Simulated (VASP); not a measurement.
Input of a VASP 6.6.1 run:

INCAR

```
SYSTEM = CdS
PREC = Accurate
ENCUT = 500
EDIFF = 1E-6
ISMEAR = 0
SIGMA = 0.02
LREAL = .FALSE.
LASPH = .TRUE.
NELM = 120
ALGO = Normal
ISIF = 2
LWAVE = .FALSE.
LCHARG = .FALSE.
NBANDS = 16
GGA_COMPAT = .FALSE.
```

File KPOINTS:

```
Automatic mesh
0
G
  8 8 8
  0 0 0
```

POSCAR

```
CdS
1.0
    0.0000000000      2.7925000000      2.7925000000
    2.7925000000      0.0000000000      2.7925000000
    2.7925000000      2.7925000000      0.0000000000
Cd S
1 1
Direct
    0.0000000000      0.0000000000      0.0000000000
    0.2500000000      0.2500000000      0.2500000000
```

Potentials or basis: VASP PAW LDA potentials, release 64 (Cd, S).

The run is started by

```console
$ cat potpaw_LDA.64/Cd/POTCAR potpaw_LDA.64/S/POTCAR > POTCAR
$ mpirun -np 1 vasp_std > vasp.out
```

Q: What does it give for the pressure?

A: 8.4 GPa.

Q: Predict the band gap on the k mesh.

A: 1.16 eV, direct.
